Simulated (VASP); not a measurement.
# Al3GaN4 (Cmm2) in VASP: notebook

Runs on Al3GaN4. Level: PBEsol. Tasks: single point.

Program: VASP 6.6.1. These are calculated values, not measurements. Logs are shortened: lines on timing, memory, paths and dates and some standing lists are left out, and cuts for length are marked.

### 1 The cell of the first run

It takes space group Cmm2 (No. 35, orthorhombic). The conventional cell has a = 6.232 Å, b = 6.232 Å, c = 10.814 Å, α = 90.00°, β = 90.00°, γ = 90.00°. Within 2.5 Å of Al (site symmetry 2) lie 2 N at 1.90 Å. Al (site symmetry 2) has 4 N at 1.90 Å within 2.5 Å. Al (site symmetry mm2) has 4 N at 1.90 Å within 2.5 Å. Within 2.5 Å of Al (site symmetry mm2) lie 4 N at 1.90 Å. Ga (site symmetry mm2) has 4 N at 1.95 Å within 2.6 Å. Ga (site symmetry mm2) has 4 N at 1.95 Å within 2.6 Å. Within 2.5 Å of N (site symmetry m) lie 3 Al at 1.90 Å and 1 Ga at 1.95 Å. Within 2.5 Å of N (site symmetry m) lie 3 Al at 1.90 Å and 1 Ga at 1.95 Å.

### 2 Single point, PBEsol (the distance across one plane changed)

File INCAR:

```
ALGO     = Normal         # electronic algorithm
EDIFF    = 1E-7           # SCF threshold, eV
ENCUT    = 520            # plane-wave cutoff, eV
GGA      = PS             # functional
ISIF     = 2              # what is computed and relaxed
ISMEAR   = 0              # smearing method
LASPH    = True           # aspherical terms in the spheres
LCHARG   = False          # write CHGCAR
LREAL    = Auto         
LWAVE    = False          # write WAVECAR
NBANDS   = 56             # bands
NELM     = 60             # most SCF steps
PREC     = Accurate       # precision mode
SIGMA    = 0.05           # smearing width, eV
```

File KPOINTS:

```
k-points
0
Gamma
  5 5 3
```

File POSCAR:

```
Al3GaN4
1.0
    0.0000000000     -4.4069948432      0.0000000000
    0.0000000000      0.0000000000     -4.4069948432
   10.8139896863      0.0000000000      0.0000000000
Al Ga N
6 2 8
Direct
    0.5000000000      1.0000000000      0.0498813282
    0.5000000000      1.0000000000      0.4574085195
    0.0000000000      0.5000000000      0.0498813282
    0.0000000000      0.5000000000      0.4574085195
    0.5000000000      0.5000000000      0.2536449238
    0.5000000000      0.5000000000      0.6611721151
    0.0000000000      1.0000000000      0.2536449238
    0.0000000000      1.0000000000      0.6611721151
    0.2552922824      0.7447077176      0.1496063770
    0.2552922824      0.7447077176      0.5571335683
    0.7447077176      0.2552922824      0.1496063770
    0.7447077176      0.2552922824      0.5571335683
    0.2552922824      0.2552922824      0.7652106619
    0.2552922824      0.2552922824      0.3576834706
    0.7447077176      0.7447077176      0.7652106619
    0.7447077176      0.7447077176      0.3576834706
```

Potentials or basis: VASP PAW PBE potentials, release 64 (Al, Ga_d, N).

Command:

```sh
cat potpaw_PBE.64/Al/POTCAR potpaw_PBE.64/Ga_d/POTCAR potpaw_PBE.64/N/POTCAR > POTCAR
mpirun -np 1 vasp_std > vasp.out
```

OUTCAR:

```text
EDIFF = 1E-7
   ENCUT = 520
   GGA = PS
   ISIF = 2
   ISMEAR = 0
   LASPH = True
   LREAL = Auto
   NELM = 60
   PREC = Accurate

 ion  position               nearest neighbor table
   1  0.500  0.000  0.050-   9 1.90  11 1.90   5 3.12   7 3.12   5 3.12   7 3.12   3 3.12   3 3.12
                             3 3.12   3 3.12
   2  0.500  0.000  0.457-  10 1.90  12 1.90  14 1.90  16 1.90   6 3.12   8 3.12   6 3.12   8 3.12
                             4 3.12   4 3.12   4 3.12   4 3.12   7 3.12   7 3.12   5 3.12   5 3.12
   3  0.000  0.500  0.050-   9 1.90  11 1.90   5 3.12   7 3.12   7 3.12   5 3.12   1 3.12   1 3.12
                             1 3.12   1 3.12
   4  0.000  0.500  0.457-  10 1.90  12 1.90  14 1.90  16 1.90   6 3.12   8 3.12   8 3.12   6 3.12
                             2 3.12   2 3.12   2 3.12   2 3.12   7 3.12   5 3.12   7 3.12   5 3.12
   5  0.500  0.500  0.254-  14 1.90  16 1.90   9 1.90  11 1.90   1 3.12   3 3.12   1 3.12   3 3.12
                             7 3.12   7 3.12   7 3.12   7 3.12   4 3.12   4 3.12   2 3.12   2 3.12
   6  0.500  0.500  0.661-  10 1.90  12 1.90  13 1.90  15 1.90   2 3.12   4 3.12   2 3.12   4 3.12
                             8 3.12   8 3.12   8 3.12   8 3.12
   7  0.000  0.000  0.254-  14 1.95  16 1.95   9 1.95  11 1.95   1 3.12   3 3.12   3 3.12   1 3.12
                             5 3.12   5 3.12   5 3.12   5 3.12   4 3.12   2 3.12   4 3.12   2 3.12
   8  0.000  0.000  0.661-  10 1.95  12 1.95  13 1.95  15 1.95   2 3.12   4 3.12   4 3.12   2 3.12
                             6 3.12   6 3.12   6 3.12   6 3.12
   9  0.255  0.745  0.150-   1 1.90   3 1.90   5 1.90   7 1.95
  10  0.255  0.745  0.557-   2 1.90   4 1.90   6 1.90   8 1.95
  11  0.745  0.255  0.150-   1 1.90   3 1.90   5 1.90   7 1.95
  12  0.745  0.255  0.557-   2 1.90   4 1.90   6 1.90   8 1.95
  13  0.255  0.255  0.765-   6 1.90   8 1.95
  14  0.255  0.255  0.358-   5 1.90   2 1.90   4 1.90   7 1.95
  15  0.745  0.745  0.765-   6 1.90   8 1.95
  16  0.745  0.745  0.358-   5 1.90   2 1.90   4 1.90   7 1.95

  LATTYP: Found a simple tetragonal cell.
 ALAT       =     4.4069948432
 C/A-ratio  =     2.4538239937

  Lattice vectors:

 A1 = (   0.0000000000,  -4.4069948432,   0.0000000000)
 A2 = (   0.0000000000,   0.0000000000,  -4.4069948432)
 A3 = (  10.8139896863,   0.0000000000,   0.0000000000)

Analysis of symmetry for initial positions (statically):
=====================================================================
 Subroutine PRICEL returns:
 Original cell was already a primitive cell.

 Routine SETGRP: Setting up the symmetry group for a
 simple tetragonal supercell.

 Subroutine GETGRP returns: Found  4 space group operations
 (whereof  4 operations were pure point group operations)
 out of a pool of 16 trial point group operations.

The static configuration has the point symmetry C_2v.

Analysis of symmetry for dynamics (positions and initial velocities):
=====================================================================
 Subroutine PRICEL returns:
 Original cell was already a primitive cell.

 Routine SETGRP: Setting up the symmetry group for a
 simple tetragonal supercell.

 Subroutine GETGRP returns: Found  4 space group operations
 (whereof  4 operations were pure point group operations)
 out of a pool of 16 trial point group operations.

The dynamic configuration has the point symmetry C_2v.

 Subroutine INISYM returns: Found  4 space group operations
 (whereof  4 operations are pure point group operations),
 and found     1 'primitive' translations

----------------------------------------------------------------------------------------

                                     Primitive cell

  volume of cell :     210.0250

  direct lattice vectors                    reciprocal lattice vectors
     0.000000000 -4.406994843  0.000000000     0.000000000 -0.226911997  0.000000000
     0.000000000  0.000000000 -4.406994843     0.000000000  0.000000000 -0.226911997
    10.813989686  0.000000000  0.000000000     0.092472809  0.000000000  0.000000000

  length of vectors
     4.406994843  4.406994843 10.813989686     0.226911997  0.226911997  0.092472809

  position of ions in fractional coordinates (direct lattice)
     0.500000000  0.000000000  0.049881328
     0.500000000  0.000000000  0.457408519
     0.000000000  0.500000000  0.049881328
     0.000000000  0.500000000  0.457408519
     0.500000000  0.500000000  0.253644924
     0.500000000  0.500000000  0.661172115
[... 8 lines left out ...]
     0.744707718  0.744707718  0.765210662
     0.744707718  0.744707718  0.357683471

  ion indices of the primitive-cell ions
   primitive index   ion index
                 1           1
                 2           2
                 3           3
                 4           4
                 5           5
                 6           6
[... 8 lines left out ...]
                15          15
                16          16

----------------------------------------------------------------------------------------

 KPOINTS: k-points

Automatic generation of k-mesh.
 Grid dimensions read from file:
 generate k-points for:    5    5    3

 Generating k-lattice:

  Cartesian coordinates                     Fractional coordinates (reciprocal lattice)
     0.000000000 -0.045382399  0.000000000     0.200000000  0.000000000  0.000000000
     0.000000000  0.000000000 -0.045382399     0.000000000  0.200000000  0.000000000
     0.030824270  0.000000000  0.000000000     0.000000000  0.000000000  0.333333333

  Length of vectors
     0.045382399  0.045382399  0.030824270

  Shift w.r.t. Gamma in fractional coordinates (k-lattice)
     0.000000000  0.000000000  0.000000000

 Subroutine IBZKPT returns following result:
 ===========================================

 Found     18 irreducible k-points:

 Following reciprocal coordinates:
            Coordinates               Weight
  0.000000  0.000000  0.000000      1.000000
  0.200000  0.000000  0.000000      4.000000
  0.400000  0.000000  0.000000      4.000000
  0.200000  0.200000  0.000000      2.000000
 -0.200000  0.200000  0.000000      2.000000
  0.400000  0.200000  0.000000      4.000000
[... 10 lines left out ...]
  0.400000  0.400000  0.333333      4.000000
 -0.400000  0.400000  0.333333      4.000000
   k-points           NKPTS =     18   k-points in BZ     NKDIM =     18   number of bands    NBANDS=     56
   number of dos      NEDOS =    301   number of ions     NIONS =     16
   total plane-waves  NPLWV = 103680
   dimension x,y,z NGX =    36 NGY =   36 NGZ =   80
   dimension x,y,z NGXF=    72 NGYF=   72 NGZF=  160
   ions per type =               6   2   8
   NGX,Y,Z   is equivalent  to a cutoff of  13.58, 13.58, 12.30 a.u.
   NGXF,Y,Z  is equivalent  to a cutoff of  27.16, 27.16, 24.60 a.u.
 SYSTEM =  unknown system
   PREC   = accura    normal or accurate (medium, high low for compatibility)
   ISTART =      0    job   : 0-new  1-cont  2-samecut
   ICHARG =      2    charge: 1-file 2-atom 10-const
   ISPIN  =      1    spin polarized calculation?
   LNONCOLLINEAR =      F non collinear calculations
   LSORBIT =      F    spin-orbit coupling
   LASPH  =      T    aspherical Exc in radial PAW
   ENCUT  =  520.0 eV  38.22 Ry    6.18 a.u.   8.19  8.19 20.11*2*pi/ulx,y,z
   NELM   =     60;   NELMIN=  2; NELMDL= -5     # of ELM steps
   EDIFF  = 0.1E-06   stopping-criterion for ELM
   LREAL  =      T    real-space projection
   EDIFFG = 0.1E-05   stopping-criterion for IOM
   NSW    =      0    number of steps for IOM
   IBRION =     -1    ionic relax: 0-MD 1-quasi-New 2-CG
   NFREE  =      0    steps in history (QN), initial steepest desc. (CG)
   ISIF   =      2    stress and relaxation
   ISYM   =      2    0-nonsym 1-usesym 2-fastsym
   POTIM  = 0.5000    time-step for ionic-motion
   TEBEG  =    0.0;   TEEND  =   0.0 temperature during run
   PSTRESS=    0.0 pullay stress
   NELECT =      84.0000    total number of electrons
   NUPDOWN=      -1.0000    fix difference up-down
   EMIN   =  10.00;   EMAX   =-10.00  energy-range for DOS
   EFERMI =   0.00;   METHOD = LEGACY
   ISMEAR =     0;   SIGMA  =   0.05  broadening in eV -4-tet -1-fermi 0-gaus
   EFERMI_NEDOS =   21; number of points for ismear=-14 and -15
   IALGO  =     38    algorithm
   IMIX   =      4    mixing-type and parameters
     AMIX     =   0.40;   BMIX     =  1.00
     AMIX_MAG =   1.60;   BMIX_MAG =  1.00
  volume/ion in A,a.u.               =      13.13        88.58
  Fermi-wavevector in a.u.,A,eV,Ry     =   1.206177  2.279343 19.794601  1.454862
  Thomas-Fermi vector in A             =   2.341851
   LORBIT       =      0    0 simple, 1 ext, 2 COOP (PROOUT), +10 PAW based schemes
   GGA     = PS    functional components
   LHFCALC =     F    Hartree Fock is set to
   AEXX    =    0.0000 exact exchange contribution
   IVDW    =     0    specifies the selected vdW correction
   LEPSILON=     F    determine dielectric tensor
   LRPA    =     F    only Hartree local field effects (RPA)
 non-spin polarized calculation
 Gauss-broadening in eV      SIGMA  =   0.05
  energy-cutoff  :      520.00
  volume of cell :      210.03
 maximum number of plane-waves:      5674
 NGX is ok and might be reduce to    36
   NGX = 17   NGY = 17   NGZ = 41

 number of electron      83.9999984 magnetization

 Free energy of the ion-electron system (eV)
  ---------------------------------------------------
  ext. energy  EPLUGINS =         0.00000000
  ---------------------------------------------------
  free energy    TOTEN  =      -107.47784674 eV

  energy without entropy =     -107.46162589  energy(sigma->0) =     -107.46973632

 E-fermi :   4.9682     XC(G=0): -10.2728

 val. band max:        4.9319221112   @ k =   0.2000   0.0000   0.3333
 cond. band min:       4.9770723670   @ k =   0.4000   0.4000   0.3333
 fundamental gap:      0.0451502558
 Fermi energy:         4.9681913622

 k-point     1 :       0.0000    0.0000    0.0000
  band No.  band energies     occupation
      1     -12.0093      2.00000
      2     -11.1159      2.00000
      3     -10.8280      2.00000
      4     -10.4644      2.00000
      5     -10.1696      2.00000
      6      -9.8100      2.00000
[... 46 lines left out ...]
     53      10.4279      0.00000
     54      10.5454      0.00000

 k-point     2 :       0.2000    0.0000    0.0000
  band No.  band energies     occupation
      1     -11.8577      2.00000
      2     -11.0332      2.00000
      3     -10.8823      2.00000
      4     -10.4930      2.00000
      5     -10.0897      2.00000
      6      -9.8045      2.00000
[... 46 lines left out ...]
     53      10.9636      0.00000
     54      11.1015      0.00000

 k-point     3 :       0.4000    0.0000    0.0000
  band No.  band energies     occupation
      1     -11.4874      2.00000
      2     -11.0636      2.00000
      3     -10.8411      2.00000
      4     -10.5962      2.00000
      5      -9.8903      2.00000
      6      -9.7945      2.00000
[... 46 lines left out ...]
     53      10.9540      0.00000
     54      11.3119      0.00000
[... 742 lines left out ...]
 k-point    17 :       0.4000    0.4000    0.3333
  band No.  band energies     occupation
      1     -11.2187      2.00000
      2     -11.1836      2.00000
      3     -10.7627      2.00000
      4     -10.4163      2.00000
      5      -9.7850      2.00000
      6      -9.7796      2.00000
[... 46 lines left out ...]
     53      11.1611      0.00000
     54      11.6878      0.00000

 k-point    18 :      -0.4000    0.4000    0.3333
  band No.  band energies     occupation
      1     -11.3031      2.00000
      2     -11.0863      2.00000
      3     -10.7049      2.00000
      4     -10.5028      2.00000
      5      -9.7883      2.00000
      6      -9.7788      2.00000
[... 46 lines left out ...]
     53      11.1998      0.00000
     54      11.4429      0.00000
 [bands above 54 left out]

------------------------ aborting loop because EDIFF is reached ----------------------------------------

  FORCE on cell =-STRESS in cart. coord.  units (eV):
  Direction    XX          YY          ZZ          XY          YZ          ZX
  --------------------------------------------------------------------------------------
  -------------------------------------------------------------------------------------
  Total      -10.2351909     -1.3280714     -1.3280714      0.0000000      1.7300527      0.0000000
  in kB      -78.0792250    -10.1312020    -10.1312020      0.0000000     13.1977194      0.0000000
  external PRESSURE =     -32.7805430 kB  Pullay stress =       0.0000000 kB

 VOLUME and BASIS-vectors are now :
 -----------------------------------------------------------------------------
  energy-cutoff  :      520.00
  volume of cell :      210.03
      direct lattice vectors                 reciprocal lattice vectors
     0.000000000 -4.406994843  0.000000000     0.000000000 -0.226911997  0.000000000
     0.000000000  0.000000000 -4.406994843     0.000000000  0.000000000 -0.226911997
    10.813989686  0.000000000  0.000000000     0.092472809  0.000000000  0.000000000

 POSITION                                       TOTAL-FORCE (eV/Angst)
 -----------------------------------------------------------------------------------
      0.53942     -2.20350      0.00000        -0.705904      0.000000      0.000000
      4.94641     -2.20350      0.00000         0.856820      0.000000      0.000000
      0.53942      0.00000     -2.20350        -0.705904      0.000000      0.000000
      4.94641      0.00000     -2.20350         0.856820      0.000000      0.000000
      2.74291     -2.20350     -2.20350         0.658519      0.000000      0.000000
      7.14991     -2.20350     -2.20350         1.757679      0.000000      0.000000
[... 8 lines left out ...]
      8.27498     -3.28192     -3.28192        -0.244802     -0.197546     -0.197546
      3.86799     -3.28192     -3.28192        -0.755960     -0.011344     -0.011344
 -----------------------------------------------------------------------------------
    total drift:                               -0.005254     -0.000000     -0.000000

  FREE ENERGIE OF THE ION-ELECTRON SYSTEM (eV)
  ---------------------------------------------------
  free  energy   TOTEN  =      -107.4778467424 eV

  energy  without entropy=     -107.4616258907  energy(sigma->0) =     -107.46973632
```

Wall time 4.2 min (1 thread of AMD EPYC 9R45 (Zen 5), shared host); peak memory 0.35 GiB.

What came out:

```yaml
Free_energy: -107.4778 eV
Pressure: -3.3 GPa
Largest_force: 2.109 eV/Å
Band_gap_on_the_k_mesh: zero (bands 42 and 43 overlap by 0.39 eV)
```

Forces on the atoms (eV/Å):
```
Al  -0.706  0.000  0.000
Al   0.857  0.000  0.000
Al  -0.706  0.000  0.000
Al   0.857  0.000  0.000
Al   0.659  0.000  0.000
Al   1.758  0.000  0.000
Ga   0.721  0.000  0.000
Ga   2.109  0.000  0.000
N   -0.837 -0.029  0.029
N   -0.936 -0.019  0.019
N   -0.837  0.029 -0.029
N   -0.936  0.019 -0.019
N   -0.245  0.198  0.198
N   -0.756  0.011  0.011
N   -0.245 -0.198 -0.198
N   -0.756 -0.011 -0.011
```

Caveat: the cell differs from its parent crystal (the distance across one plane changed); the stress differs along the axes, from -8 to -1 GPa; semilocal functionals underestimate gaps, and a narrow one can read as zero; the PAW data sets were made with another functional, which shifts forces and pressure a little.

### 3 Single point, PBEsol (the distance across one plane changed)

File INCAR:

```
ALGO = Normal
EDIFF = 1E-6
ENCUT = 520
GGA = PS
ISIF = 2
ISMEAR = 0
LASPH = T
LCHARG = T
LELF = T
LREAL = Auto
LVHAR = T
LWAVE = F
NBANDS = 56
NELM = 100
PREC = Accurate
SIGMA = 0.05
```

KPOINTS is that of step 2.

File POSCAR:

```
Al3GaN4
1.0
    0.0000000000     -4.4069948432      0.0000000000
    0.0000000000      0.0000000000     -4.4069948432
   11.8139896863      0.0000000000      0.0000000000
Al Ga N
6 2 8
Direct
    0.5000000000      1.0000000000      0.0456591027
    0.5000000000      1.0000000000      0.4186909878
    0.0000000000      0.5000000000      0.0456591027
    0.0000000000      0.5000000000      0.4186909878
    0.5000000000      0.5000000000      0.2321750453
    0.5000000000      0.5000000000      0.6052069304
    0.0000000000      1.0000000000      0.2321750453
    0.0000000000      1.0000000000      0.6052069304
    0.2552922824      0.7447077176      0.1369428839
    0.2552922824      0.7447077176      0.5099747690
    0.7447077176      0.2552922824      0.1369428839
    0.7447077176      0.2552922824      0.5099747690
    0.2552922824      0.2552922824      0.7004390917
    0.2552922824      0.2552922824      0.3274072066
    0.7447077176      0.7447077176      0.7004390917
    0.7447077176      0.7447077176      0.3274072066
```

Potentials or basis: VASP PAW PBE potentials, release 64 (Al, Ga_d, N).

Command:

```sh
cat potpaw_PBE.64/Al/POTCAR potpaw_PBE.64/Ga_d/POTCAR potpaw_PBE.64/N/POTCAR > POTCAR
mpirun -np 1 vasp_std > vasp.out
```

Run time: 5.4 min. Hardware: 1 thread of AMD EPYC 9R45 (Zen 5), shared host; peak memory 0.38 GiB.

The run converged. Its results:

```
Free energy            : -106.3552 eV
Pressure               : -1.9 GPa
Largest force          : 1.946 eV/Å
Band gap on the k mesh : zero (bands 42 and 43 overlap by 0.04 eV)
```

Forces in eV/Å, atoms in the order of the input:
```
Al  -0.346  0.000  0.000
Al   0.886  0.000  0.000
Al  -0.346  0.000  0.000
Al   0.886  0.000  0.000
Al   0.718  0.000  0.000
Al   1.439  0.000  0.000
Ga   0.742  0.000  0.000
Ga   1.946  0.000  0.000
N   -0.279 -0.082  0.082
N   -0.930 -0.045  0.045
N   -0.279  0.082 -0.082
N   -0.930  0.045 -0.045
N   -1.026  0.223  0.223
N   -0.727  0.003  0.003
N   -1.026 -0.223 -0.223
N   -0.727 -0.003 -0.003
```

Stress tensor (GPa, compression positive):
```
-2.54  0.00  0.00
 0.00 -1.61  1.20
 0.00  1.20 -1.61
```

Levels at points of the mesh, in eV from the Fermi level:
```tsv
k point	band 40	band 41	band 42	band 43	band 44	band 45
(0.00, 0.00, 0.00)	-0.70	-0.55	-0.15	-0.03	0.89	1.77
```

Caveat: the cell differs from its parent crystal (the distance across one plane changed); semilocal functionals underestimate gaps, and a narrow one can read as zero; the PAW data sets were made with another functional, which shifts forces and pressure a little.

The gap in the log of VASP goes by the Fermi energy; the results here count the filled bands.